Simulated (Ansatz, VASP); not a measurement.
One calculation of CaH8, two programs

```
CELL_PARAMETERS angstrom
0.00000 3.54109 3.54109
3.54109 0.00000 3.54109
3.54109 3.54109 0.00000
ATOMIC_POSITIONS crystal
Ca 0.50000 0.50000 0.50000
H 0.68078 0.68078 0.68078
H 0.68078 0.68078 0.95767
H 0.68078 0.95767 0.68078
H 0.95767 0.68078 0.68078
H 0.31922 0.31922 0.04233
H 0.31922 0.31922 0.31922
H 0.31922 0.04233 0.31922
H 0.04233 0.31922 0.31922
```

Alike in both runs: functional PBE; k mesh 4 × 4 × 4; occupations gaussian, width 0.1 eV; no spin polarisation.

Ansatz relaxed the structure, and its values are those at the end. VASP's run is a single point on that final structure, the one shown.

|  | VASP | Ansatz |
| --- | --- | --- |
| version | VASP 6.6.1 | Ansatz 0.2.0 |
| potentials or method | VASP PAW PBE potentials, release 64 (Ca_sv, H), cutoff 520 eV | scalar-relativistic, plane waves, PAW |
| valence electrons in the cell | 18 | 18 |

|  | VASP | Ansatz | Ansatz less VASP |
| --- | --- | --- | --- |
| gap on the k mesh at the Fermi level (eV) | none | none | - |
| pressure (GPa) | 0.0 | 0.1 | +0.09 |

A gap of «none» marks a metal or a gap that the smearing closes. With one functional, cell and mesh, what is left measures potentials, basis and numerics.

The k mesh is coarse, so the values compare programs but aren't converged.
